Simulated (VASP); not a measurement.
A run of VASP 6.6.1 is set up as follows.

Contents of INCAR:

```
PREC     = Accurate       # precision mode
ENCUT    = 520            # plane-wave cutoff, eV
EDIFF    = 1E-7           # SCF threshold, eV
ISMEAR   = -1             # smearing method
SIGMA    = 0.05           # smearing width, eV
LREAL    = F              # projectors in reciprocal space
LASPH    = T              # aspherical terms in the spheres
NELM     = 150            # most SCF steps
ALGO     = Normal         # electronic algorithm
ISIF     = 2              # what is computed and relaxed
LWAVE    = F              # write WAVECAR
LCHARG   = F              # write CHGCAR
ISPIN    = 2              # spin polarisation
MAGMOM   = 0 0 4 4        # initial moments
LORBIT   = 11             # projections on sites
LMAXMIX  = 4              # l up to which the mixer works
NBANDS   = 30             # bands
```

The input KPOINTS:

```
regular mesh
0
Gamma
  7 7 5
```

File POSCAR:

```
MnSb
1.0
    4.0652823512      0.0000000000      0.0000000000
   -2.0326411756      3.5206377897      0.0000000000
    0.0000000000      0.0000000000      5.6620077084
Sb Mn
2 2
Direct
    0.6666666667      0.3333333333      0.7500000000
    0.3333333333      0.6666666667      0.2500000000
    0.0000000000      0.0000000000      0.5000000000
    0.0000000000      0.0000000000      0.0000000000
```

Potentials or basis: VASP PAW LDA potentials, release 64 (Sb, Mn_pv).

Command:

```bash
$ cat potpaw_LDA.64/Sb/POTCAR potpaw_LDA.64/Mn_pv/POTCAR > POTCAR
$ mpirun -np 1 vasp_std > vasp.out
```

(1) Predict the site moments.

(2) What does it give for the net moment?

(3) What does it give for the pressure?

Answers

(1) Sb -0.10; Mn +2.95 μB.

(2) 5.88 μB per cell.

(3) -9.4 GPa.

Caveat: the cell stands under tension; only a ferromagnetic start was run, and an antiferromagnetic order may lie lower in energy.
